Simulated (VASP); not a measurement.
# AlNi (P4/mmm) in VASP: notebook

Runs on AlNi. Level: PBEsol. Tasks: single point.

All numbers are computed with VASP 6.6.1; they aren't measurements. Logs are shortened: lines on timing, memory, paths and dates and some standing lists are left out, and cuts for length are marked.

## Step 1: The cell of the first run

The structure is tetragonal, space group P4/mmm (No. 123). The conventional cell has a = 2.858 Å, b = 2.858 Å, c = 3.098 Å, α = 90.00°, β = 90.00°, γ = 90.00°. Al (site symmetry 4/mmm) has 8 Ni at 2.55 Å and 6 Al at 2.86 to 3.10 Å within 3.4 Å. Within 3.4 Å of Ni (site symmetry 4/mmm) lie 8 Al at 2.55 Å and 6 Ni at 2.86 to 3.10 Å.

## Step 2: Single point, PBEsol

INCAR

```
SYSTEM = AlNi
ALGO = Fast
EDIFF = 1E-6
ENCUT = 520
GGA = PS
ISIF = 2
ISMEAR = 0
LASPH = .True.
LCHARG = .False.
LREAL = .False.
LWAVE = .False.
NBANDS = 14
NELM = 100
PREC = Accurate
SIGMA = 0.15
```

KPOINTS

```
k-points
0
Gamma
  16 16 16
  0 0 0
```

POSCAR

```
AlNi
1.0
    2.0211996424     -2.0211459319      0.0000000000
    2.0211996424      2.0211459319      0.0000000000
    0.0000000000      0.0000000000      3.0984000000
Al Ni
1 1
Direct
    0.0000000000      0.0000000000      0.0000000000
    0.5000000000      0.5000000000      0.5000000000
```

Potentials or basis: VASP PAW PBE potentials, release 64 (Al, Ni).

Started as:

```console
$ cat potpaw_PBE.64/Al/POTCAR potpaw_PBE.64/Ni/POTCAR > POTCAR
$ mpirun -np 1 vasp_std > vasp.out
```

OUTCAR:

```text
SYSTEM = AlNi
   EDIFF = 1E-6
   ENCUT = 520
   GGA = PS
   ISIF = 2
   ISMEAR = 0
   LASPH = .True.
   LREAL = .False.
   NELM = 100
   PREC = Accurate

 ion  position               nearest neighbor table
   1  0.000  0.000  0.000-   2 2.55   2 2.55   2 2.55   2 2.55   2 2.55   2 2.55   2 2.55   2 2.55

   2  0.500  0.500  0.500-   1 2.55   1 2.55   1 2.55   1 2.55   1 2.55   1 2.55   1 2.55   1 2.55

  LATTYP: Found a base centered orthorhombic cell.
 ALAT       =     4.0422918638
 B/A-ratio  =     1.0000265743
 C/A-ratio  =     0.7664958653

  Lattice vectors:

 A1 = (  -2.0211996424,  -2.0211459319,   0.0000000000)
 A2 = (   2.0211996424,  -2.0211459319,   0.0000000000)
 A3 = (   0.0000000000,   0.0000000000,   3.0984000000)

Analysis of symmetry for initial positions (statically):
=====================================================================
 Subroutine PRICEL returns:
 Original cell was already a primitive cell.

 Routine SETGRP: Setting up the symmetry group for a
 base centered orthorhombic supercell.

 Subroutine GETGRP returns: Found  8 space group operations
 (whereof  8 operations were pure point group operations)
 out of a pool of  8 trial point group operations.

The static configuration has the point symmetry D_2h.

Analysis of symmetry for dynamics (positions and initial velocities):
=====================================================================
 Subroutine PRICEL returns:
 Original cell was already a primitive cell.

 Routine SETGRP: Setting up the symmetry group for a
 base centered orthorhombic supercell.

 Subroutine GETGRP returns: Found  8 space group operations
 (whereof  8 operations were pure point group operations)
 out of a pool of  8 trial point group operations.

The dynamic configuration has the point symmetry D_2h.

 Subroutine INISYM returns: Found  8 space group operations
 (whereof  8 operations are pure point group operations),
 and found     1 'primitive' translations

----------------------------------------------------------------------------------------

                                     Primitive cell

  volume of cell :      25.3148

  direct lattice vectors                    reciprocal lattice vectors
     2.021199642 -2.021145932  0.000000000     0.247377839 -0.247384413  0.000000000
     2.021199642  2.021145932  0.000000000     0.247377839  0.247384413  0.000000000
     0.000000000  0.000000000  3.098400000     0.000000000  0.000000000  0.322747224

  length of vectors
     2.858369968  2.858369968  3.098400000     0.349849744  0.349849744  0.322747224

  position of ions in fractional coordinates (direct lattice)
     0.000000000  0.000000000  0.000000000
     0.500000000  0.500000000  0.500000000

  ion indices of the primitive-cell ions
   primitive index   ion index
                 1           1
                 2           2

----------------------------------------------------------------------------------------

 KPOINTS: k-points

Automatic generation of k-mesh.
 Grid dimensions read from file:
 generate k-points for:   16   16   16

 Generating k-lattice:

  Cartesian coordinates                     Fractional coordinates (reciprocal lattice)
     0.015461115 -0.015461526  0.000000000     0.062500000  0.000000000  0.000000000
     0.015461115  0.015461526  0.000000000     0.000000000  0.062500000  0.000000000
     0.000000000  0.000000000  0.020171702     0.000000000  0.000000000  0.062500000

  Length of vectors
     0.021865609  0.021865609  0.020171702

  Shift w.r.t. Gamma in fractional coordinates (k-lattice)
     0.000000000  0.000000000  0.000000000

 Subroutine IBZKPT returns following result:
 ===========================================

 Found    657 irreducible k-points:

 Following reciprocal coordinates:
            Coordinates               Weight
  0.000000  0.000000  0.000000      1.000000
  0.062500  0.000000  0.000000      4.000000
  0.125000  0.000000  0.000000      4.000000
  0.187500  0.000000  0.000000      4.000000
  0.250000  0.000000  0.000000      4.000000
[... 51 lines left out ...]
      9      15.7285      0.00000
     10      16.6491      0.00000
     11      19.0351      0.00000
     12      23.6311      0.00000
     13      26.2532      0.00000
     14      28.3500      0.00000

 k-point     4 :       0.1875    0.0000    0.0000
  band No.  band energies     occupation
      1      -0.9093      2.00000
      2       6.1361      2.00000
      3       6.3075      2.00000
      4       7.3602      2.00000
      5       7.6588      2.00000
      6       7.7144      2.00000
      7      11.5422      0.00000
      8      13.5904      0.00000
      9      16.1579      0.00000
     10      16.7299      0.00000
     11      19.7106      0.00000
     12      24.6347      0.00000
     13      25.2755      0.00000
     14      26.8107      0.00000

 k-point     5 :       0.2500    0.0000    0.0000
  band No.  band energies     occupation
      1      -0.4102      2.00000
      2       5.9375      2.00000
      3       6.4000      2.00000
      4       7.1873      2.00000
      5       7.5323      2.00000
      6       7.7336      2.00000
      7      10.3227      0.00000
      8      14.2133      0.00000
      9      16.7308      0.00000
     10      16.8331      0.00000
     11      20.2620      0.00000
[... 276 lines left out ...]
 k-point    22 :      -0.1875    0.0625    0.0000
  band No.  band energies     occupation
      1      -0.8378      2.00000
      2       6.1566      2.00000
      3       6.3163      2.00000
      4       7.3636      2.00000
      5       7.6221      2.00000
      6       7.6786      2.00000
      7      11.5983      0.00000
      8      13.6894      0.00000
      9      15.1932      0.00000
     10      17.0861      0.00000
     11      20.4189      0.00000
     12      24.6829      0.00000
     13      25.3316      0.00000
     14      25.8763      0.00000

 k-point    23 :      -0.1250    0.0625    0.0000
  band No.  band energies     occupation
      1      -1.1976      2.00000
      2       6.2006      2.00000
      3       6.2480      2.00000
      4       7.5220      2.00000
      5       7.6623      2.00000
      6       7.7386      2.00000
      7      13.0209      0.00000
      8      13.2126      0.00000
      9      14.8418      0.00000
     10      16.9309      0.00000
     11      19.6820      0.00000
     12      23.8123      0.00000
     13      26.2972      0.00000
     14      27.3818      0.00000

 k-point    24 :      -0.0625    0.0625    0.0000
  band No.  band energies     occupation
      1      -1.4151      2.00000
      2       6.1723      2.00000
      3       6.2277      2.00000
      4       7.6286      2.00000
      5       7.6601      2.00000
      6       7.8211      2.00000
      7      12.9075      0.00000
      8      14.3311      0.00000
      9      14.7625      0.00000
     10      16.7806      0.00000
     11      18.7222      0.00000
     12      22.8636      0.00000
     13      27.8831      0.00000
     14      27.9465      0.00000

 [... further k-points ...]

------------------------ aborting loop because EDIFF is reached ----------------------------------------

  FORCE on cell =-STRESS in cart. coord.  units (eV):
  Direction    XX          YY          ZZ          XY          YZ          ZX
  --------------------------------------------------------------------------------------
  -------------------------------------------------------------------------------------
  Total       -1.5044805     -1.5037399     -2.1561251     -0.0000000      0.0000000      0.0000000
  in kB      -95.2188178    -95.1719423   -136.4615128     -0.0000000      0.0000000      0.0000000
  external PRESSURE =    -108.9507577 kB  Pullay stress =       0.0000000 kB

 VOLUME and BASIS-vectors are now :
 -----------------------------------------------------------------------------
  energy-cutoff  :      520.00
  volume of cell :       25.31
      direct lattice vectors                 reciprocal lattice vectors
     2.021199642 -2.021145932  0.000000000     0.247377839 -0.247384413  0.000000000
     2.021199642  2.021145932  0.000000000     0.247377839  0.247384413  0.000000000
     0.000000000  0.000000000  3.098400000     0.000000000  0.000000000  0.322747224

 POSITION                                       TOTAL-FORCE (eV/Angst)
 -----------------------------------------------------------------------------------
      0.00000      0.00000      0.00000         0.000000      0.000000      0.000000
      2.02120      0.00000      1.54920         0.000000      0.000000      0.000000
 -----------------------------------------------------------------------------------
    total drift:                                0.000000     -0.000000     -0.000000

  FREE ENERGIE OF THE ION-ELECTRON SYSTEM (eV)
  ---------------------------------------------------
  free  energy   TOTEN  =       -11.5040705842 eV

  energy  without entropy=      -11.4926891886  energy(sigma->0) =      -11.49837989
```

Wall time 1.9 min (1 thread of AMD EPYC 9R45 (Zen 5), shared host); peak memory 0.31 GiB.

Results:

```yaml
Free_energy: -11.5041 eV
Pressure: -10.9 GPa
Band_gap_on_the_k_mesh: zero (an odd number of electrons rules out a gap without spin polarisation)
```

Stress tensor (GPa, compression positive):
```
 -9.52   0.00   0.00
  0.00  -9.52   0.00
  0.00   0.00 -13.65
```

Levels at points of the mesh, in eV from the Fermi level:
```csv
k point,band 3,band 4,band 5,band 6,band 7,band 8,band 9,band 10,band 11,band 12
"(0.00, 0.00, 0.00)",-2.95,-1.48,-1.48,-1.29,3.53,6.20,6.20,7.34,8.28,13.05
"(0.50, 0.00, 0.00)",-2.51,-2.37,-1.94,-1.38,-0.43,8.03,8.18,9.22,10.71,11.39
"(0.50, 0.50, 0.00)",-2.37,-2.37,-2.12,-2.12,-0.83,1.84,2.67,10.55,13.53,13.53
"(0.00, 0.00, 0.50)",-2.63,-1.95,-1.95,-1.24,-0.98,8.26,10.41,10.41,10.62,10.62
"(0.50, 0.00, 0.50)",-3.06,-2.67,-1.84,-1.78,-1.04,1.20,2.00,12.35,14.88,15.39
"(0.50, 0.50, 0.50)",-3.80,-1.02,-0.82,1.95,2.11,2.11,3.27,3.95,3.95,4.79
```

Caveat: the cell stands under tension; the PAW data sets were made with another functional, which shifts forces and pressure a little. Spin polarisation is off, so any magnetic state and its effect on volume and gap are missing.

## Step 3: Single point, PBEsol

This run uses another cell than the first one, of 12.76 Å³/atom.

Changes to INCAR since step 2:

```diff
@@ -2,3 +2,3 @@
 ALGO = Fast
-EDIFF = 1E-6
+EDIFF = 1E-7
 ENCUT = 520
@@ -12,3 +12,3 @@
 NBANDS = 14
-NELM = 100
+NELM = 60
 PREC = Accurate
```

KPOINTS is that of step 2.

POSCAR

```
AlNi
1.0
    2.0548796087     -2.0548250032      0.0000000000
    2.0548796087      2.0548250032      0.0000000000
    0.0000000000      0.0000000000      3.0219000000
Al Ni
1 1
Direct
    0.0000000000      0.0000000000      0.0000000000
    0.5000000000      0.5000000000      0.5000000000
```

Potentials or basis: VASP PAW PBE potentials, release 64 (Al, Ni).

Started as:

```console
$ cat potpaw_PBE.64/Al/POTCAR potpaw_PBE.64/Ni/POTCAR > POTCAR
$ mpirun -np 1 vasp_std > vasp.out
```

It took 2.3 min on 1 thread of AMD EPYC 9R45 (Zen 5), shared host; peak memory 0.31 GiB.

Results (log left out):

| Quantity | Value |
| --- | --- |
| Free energy | -11.5037 eV |
| Pressure | -11.9 GPa |
| Band gap on the k mesh | zero (an odd number of electrons rules out a gap without spin polarisation) |

Stress tensor (GPa, compression positive):
```
-11.22   0.00   0.00
  0.00 -11.22   0.00
  0.00   0.00 -13.41
```

Levels at points of the mesh, in eV from the Fermi level:
```
           k point  band 4  band 5  band 6  band 7  band 8  band 9  band 10  band 11
(0.00, 0.00, 0.00)   -1.45   -1.44   -1.35    4.37    5.68    5.68     7.70     8.09
(0.50, 0.00, 0.00)   -2.20   -1.99   -1.36   -0.52    8.17    8.91     9.70    10.15
(0.50, 0.50, 0.00)   -2.54   -1.99   -1.99   -0.88    1.58    2.41    11.02    14.11
(0.00, 0.00, 0.50)   -2.00   -2.00   -1.28   -0.79    8.22   10.00    10.00    10.39
(0.50, 0.00, 0.50)   -2.68   -1.86   -1.83   -0.97    1.25    2.09    11.90    14.71
(0.50, 0.50, 0.50)   -0.96   -0.86    1.99    2.06    2.06    3.18     4.06     4.07
```

Caveat: the cell stands under tension; the PAW data sets were made with another functional, which shifts forces and pressure a little. Spin polarisation is off, so any magnetic state and its effect on volume and gap are missing.

## Step 4: Single point, PBEsol

This run uses another cell than the first one, of 12.85 Å³/atom.

INCAR

```
SYSTEM = AlNi
PREC = Accurate
ENCUT = 520
EDIFF = 1E-6
ISMEAR = 0
SIGMA = 0.15
LREAL = .FALSE.
LASPH = .TRUE.
NELM = 60
ALGO = Fast
ISIF = 2
LWAVE = .FALSE.
LCHARG = .FALSE.
GGA = PS
NBANDS = 14
```

KPOINTS

```
Automatic mesh
0
G
  16 16 16
  0 0 0
```

POSCAR

```
AlNi
1.0
    2.0885383387     -2.0884828388      0.0000000000
    2.0885383387      2.0884828388      0.0000000000
    0.0000000000      0.0000000000      2.9454000000
Al Ni
1 1
Direct
    0.0000000000      0.0000000000      0.0000000000
    0.5000000000      0.5000000000      0.5000000000
```

Started as:

```console
$ cat potpaw_PBE.64/Al/POTCAR potpaw_PBE.64/Ni/POTCAR > POTCAR
$ mpirun -np 1 vasp_std > vasp.out
```

Run time: 1.9 min. Hardware: 1 thread of AMD EPYC 9R45 (Zen 5), shared host; peak memory 0.32 GiB.

It converged, with:

```
Free energy            : -11.4947 eV
Pressure               : -13.1 GPa
Band gap on the k mesh : zero (an odd number of electrons rules out a gap without spin polarisation)
```

Stress tensor (GPa, compression positive):
```
-13.19   0.00   0.00
  0.00 -13.18   0.00
  0.00   0.00 -13.01
```

Levels at points of the mesh, in eV from the Fermi level:
```tsv
k point	band 3	band 4	band 5	band 6	band 7	band 8	band 9	band 10	band 11	band 12
(0.00, 0.00, 0.00)	-2.91	-1.41	-1.40	-1.40	5.16	5.16	5.26	7.90	7.92	12.47
(0.50, 0.00, 0.00)	-2.49	-2.05	-2.04	-1.33	-0.62	8.20	9.60	9.69	10.17	10.25
(0.50, 0.50, 0.00)	-2.70	-2.70	-1.87	-1.87	-0.93	1.32	2.14	11.55	14.60	14.60
(0.00, 0.00, 0.50)	-2.49	-2.05	-2.05	-1.33	-0.60	8.20	9.61	9.61	10.20	10.20
(0.50, 0.00, 0.50)	-2.69	-2.67	-1.89	-1.88	-0.93	1.34	2.17	11.48	14.53	14.56
(0.50, 0.50, 0.50)	-3.75	-0.91	-0.90	2.03	2.03	2.04	3.11	4.15	4.18	4.18
```

Caveat: the cell stands under tension; the PAW data sets were made with another functional, which shifts forces and pressure a little. Spin polarisation is off, so any magnetic state and its effect on volume and gap are missing.

## Step 5: Single point, PBEsol

This run uses another cell than the first one, of 12.92 Å³/atom.

INCAR

```
PREC = Accurate
ENCUT = 520
EDIFF = 1E-6
ISMEAR = 0
SIGMA = 0.15
LREAL = F
LASPH = T
NELM = 100
ALGO = Fast
ISIF = 2
LWAVE = F
LCHARG = F
GGA = PS
NBANDS = 14
```

KPOINTS

```
regular mesh
0
Gamma
  16 16 16
```

POSCAR

```
AlNi
1.0
    2.1222677803     -2.1222113841      0.0000000000
    2.1222677803      2.1222113841      0.0000000000
    0.0000000000      0.0000000000      2.8688666979
Al Ni
1 1
Direct
    0.0000000000      0.0000000000      0.0000000000
    0.5000000000      0.5000000000      0.5000000000
```

Started as:

```console
$ cat potpaw_PBE.64/Al/POTCAR potpaw_PBE.64/Ni/POTCAR > POTCAR
$ mpirun -np 1 vasp_std > vasp.out
```

Run time: 1.9 min. Hardware: 1 thread of AMD EPYC 9R45 (Zen 5), shared host; peak memory 0.31 GiB.

Results (log left out):

```
Free energy            : -11.4751 eV
Pressure               : -13.5 GPa
Band gap on the k mesh : zero (an odd number of electrons rules out a gap without spin polarisation)
```

Stress tensor (GPa, compression positive):
```
-14.62   0.00   0.00
  0.00 -14.61   0.00
  0.00   0.00 -11.42
```

Levels at points of the mesh, in eV from the Fermi level:
```csv
k point,band 5,band 6,band 7,band 8,band 9,band 10
"(0.00, 0.00, 0.00)",-1.35,-1.35,4.67,4.67,6.22,7.71
"(0.50, 0.00, 0.00)",-1.88,-1.28,-0.71,8.12,9.07,9.60
"(0.50, 0.50, 0.00)",-1.75,-1.75,-0.98,1.06,1.89,12.16
"(0.00, 0.00, 0.50)",-2.10,-1.37,-0.41,8.21,9.26,9.26
"(0.50, 0.00, 0.50)",-1.94,-1.90,-0.90,1.48,2.25,11.13
"(0.50, 0.50, 0.50)",-0.85,2.03,2.03,2.10,3.07,3.84
```

Caveat: the cell stands under tension; the PAW data sets were made with another functional, which shifts forces and pressure a little. Spin polarisation is off, so any magnetic state and its effect on volume and gap are missing.

## Step 6: Single point, PBEsol

This run uses another cell than the first one, of 13.08 Å³/atom.

INCAR

```
  ALGO = Fast
  EDIFF = 1E-6
  ENCUT = 520
  GGA = PS
  ISIF = 2
  ISMEAR = 0
  LASPH = True
  LCHARG = True
  LELF = True
  LREAL = False
  LVHAR = True
  LWAVE = False
  NBANDS = 14
  NELM = 80
  PREC = Accurate
  SIGMA = 0.15
```

KPOINTS

```
k-points
0
Gamma
  16 16 16
```

POSCAR

```
AlNi
1.0
    2.0548796087     -2.0548250032      0.0000000000
    2.0548796087      2.0548250032      0.0000000000
    0.0000000000      0.0000000000      3.0984000000
Al Ni
1 1
Direct
    0.0000000000      0.0000000000      0.0000000000
    0.5000000000      0.5000000000      0.5000000000
```

Potentials or basis: VASP PAW PBE potentials, release 64 (Al, Ni).

Started as:

```console
$ cat potpaw_PBE.64/Al/POTCAR potpaw_PBE.64/Ni/POTCAR > POTCAR
$ mpirun -np 1 vasp_std > vasp.out
```

It took 2 min on 1 thread of AMD EPYC 9R45 (Zen 5), shared host; peak memory 0.32 GiB.

It converged, with:

```
Free energy            : -11.4428 eV
Pressure               : -14.8 GPa
Band gap on the k mesh : zero (an odd number of electrons rules out a gap without spin polarisation)
```

Stress tensor (GPa, compression positive):
```
-13.77   0.00   0.00
  0.00 -13.76   0.00
  0.00   0.00 -16.92
```

Levels at points of the mesh, in eV from the Fermi level:
| k point | band 3 | band 4 | band 5 | band 6 | band 7 | band 8 | band 9 | band 10 | band 11 | band 12 |
| --- | --- | --- | --- | --- | --- | --- | --- | --- | --- | --- |
| (0.00, 0.00, 0.00) | -2.81 | -1.41 | -1.41 | -1.26 | 3.77 | 5.85 | 5.85 | 7.39 | 8.11 | 12.40 |
| (0.50, 0.00, 0.00) | -2.40 | -2.21 | -1.88 | -1.32 | -0.46 | 8.05 | 8.35 | 9.15 | 10.33 | 10.84 |
| (0.50, 0.50, 0.00) | -2.37 | -2.37 | -1.98 | -1.98 | -0.82 | 1.68 | 2.42 | 10.44 | 13.51 | 13.52 |
| (0.00, 0.00, 0.50) | -2.49 | -1.90 | -1.90 | -1.21 | -0.87 | 8.20 | 10.09 | 10.09 | 10.24 | 10.24 |
| (0.50, 0.00, 0.50) | -2.90 | -2.60 | -1.77 | -1.73 | -0.97 | 1.17 | 1.91 | 11.84 | 14.59 | 15.02 |
| (0.50, 0.50, 0.50) | -3.65 | -0.96 | -0.80 | 2.00 | 2.11 | 2.11 | 2.99 | 3.88 | 3.88 | 4.53 |

Caveat: the cell stands under tension; the PAW data sets were made with another functional, which shifts forces and pressure a little. Spin polarisation is off, so any magnetic state and its effect on volume and gap are missing.

## Step 7: The runs side by side

```csv
cell,further INCAR settings,gap on the mesh (eV),pressure (GPa)
"a = 2.858, b = 2.858, c = 3.098 Å, 2 atoms",ALGO = Fast; EDIFF = 1e-06; NBANDS = 14,none,-10.9
"a = 2.906, b = 2.906, c = 3.022 Å, 2 atoms",ALGO = Fast; EDIFF = 1e-07; NBANDS = 14,none,-11.9
"a = 2.954, b = 2.954, c = 2.945 Å, 2 atoms",ALGO = Fast; EDIFF = 1e-06; NBANDS = 14,none,-13.1
"a = 3.001, b = 3.001, c = 2.869 Å, 2 atoms",ALGO = Fast; EDIFF = 1e-06; NBANDS = 14,none,-13.5
"a = 2.906, b = 2.906, c = 3.098 Å, 2 atoms",ALGO = Fast; EDIFF = 1e-06; NBANDS = 14,none,-14.8
```

Alike in all rows: task single point; level PBEsol; potentials or basis VASP PAW PBE potentials, release 64 (Al, Ni); no spin polarisation; k mesh 16 × 16 × 16; cutoff (eV) 520; smearing gaussian 0.15 eV.

Caveats: the cell stands under tension; the PAW data sets were made with another functional, which shifts forces and pressure a little.

Absolute energies hang on the potentials; compare differences alone.
